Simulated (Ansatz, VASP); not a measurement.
**One calculation of Ti3B, two programs**

The input INCAR:

```
SYSTEM = Ti3B
PREC = Accurate
ENCUT = 600
EDIFF = 1E-6
ISMEAR = 0
SIGMA = 0.1
LREAL = .FALSE.
LASPH = .TRUE.
NELM = 100
ALGO = Fast
ISIF = 3
LWAVE = .FALSE.
LCHARG = .FALSE.
GGA = PE
IBRION = 2
NSW = 100
EDIFFG = -0.01
```

Contents of KPOINTS:

```
Automatic mesh
0
G
  12 12 12
  0 0 0
```

POSCAR

```
Ti3B
1.0
    3.7793694858      0.0000000000      0.0000000000
    0.0000000000      3.7793694858      0.0000000000
    0.0000000000      0.0000000000      3.7793694858
Ti B
3 1
Direct
    0.0000000000      0.5000000000      0.5000000000
    0.5000000000      0.0000000000      0.5000000000
    0.5000000000      0.5000000000      0.0000000000
    0.0000000000      0.0000000000      0.0000000000
```

Input for Ansatz:

```yaml
crystal:
  lattice:
    - [3.7793694858, 0.0, 0.0]
    - [0.0, 3.7793694858, 0.0]
    - [0.0, 0.0, 3.7793694858]
  atoms:
    - { symbol: Ti, position: [0.0, 0.5, 0.5] }
    - { symbol: Ti, position: [0.5, 0.0, 0.5] }
    - { symbol: Ti, position: [0.5, 0.5, 0.0] }
    - { symbol: B, position: [0.0, 0.0, 0.0] }
basis:
  ecutwfc: 420
kpoints:
  mp_grid: { grid: [12, 12, 12] }
hamiltonian:
  xc: pbe
scf:
  occupations: { method: gaussian, width: 0.1 }
output:
  forces: true
  stress: true
  eigenvalues: true
  write_density: true
  write_potential: true
  elf: true
  volumetric_format: npy
relax:
  adjacent_minimum: "off"
  f_tol: 0.01
  max_steps: 80
  cell: { stress_tol: 0.05 }
```

Alike in both runs: task relaxation of cell and atoms; functional PBE; k mesh 12 × 12 × 12; occupations gaussian, width 0.1 eV; no spin polarisation.

|  | VASP | Ansatz |
| --- | --- | --- |
| version | VASP 6.6.1 | Ansatz 0.2.0 |
| potentials or method | VASP PAW PBE potentials, release 64 (Ti_sv, B), cutoff 600 eV | scalar-relativistic, plane waves, PAW |
| valence electrons in the cell | 39 | 39 |

Ansatz gave:

```
gap on the k mesh at the Fermi level, each at its own relaxed structure (eV) : none
relaxed volume (Å³/atom)                                                     : 13.47
relaxed cell length with the largest relative difference (Å)                 : 3.777
```

Task: Which values does VASP return?

Result: gap on the k mesh at the Fermi level, each at its own relaxed structure (eV): none; relaxed volume (Å³/atom): 13.45; relaxed cell length with the largest relative difference (Å): 3.775.

A gap of «none» marks a metal or a gap that the smearing closes.
